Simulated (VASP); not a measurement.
A run of VASP 6.6.1:

INCAR

```
PREC = Accurate
ENCUT = 1300
EDIFF = 1E-6
ISMEAR = 0
SIGMA = 0.1
LREAL = F
LASPH = T
NELM = 120
ALGO = Normal
ISIF = 2
LWAVE = F
LCHARG = F
NBANDS = 16
GGA_COMPAT = F
```

KPOINTS

```
Automatic mesh
0
Gamma
  6 6 6
```

File POSCAR:

```
WC
1.0
    2.9005014360      0.0000000000      0.0000000000
   -1.4502507180      2.5119079273      0.0000000000
    0.0000000000      0.0000000000      2.8290000000
W C
1 1
Direct
    0.0000000000      0.0000000000      0.0000000000
    0.6666666667      0.3333333333      0.5000000000
```

Potentials or basis: VASP PAW LDA potentials, release 64 (W_sv, C_h).

Run with:

```bash
$ cat potpaw_LDA.64/W_sv/POTCAR potpaw_LDA.64/C_h/POTCAR > POTCAR
$ mpirun -np 1 vasp_std > vasp.out
```

Hardware: 1 thread of Intel(R) Xeon(R) 6975P-C (Granite Rapids) (shared host).

Question: How long does it take, and how much memory?

Answer: Run time: 14 s on 1 thread of Intel(R) Xeon(R) 6975P-C (Granite Rapids), with other jobs on the host, peak memory 0.2 GiB. Counts: scf iterations 12, k points 28.
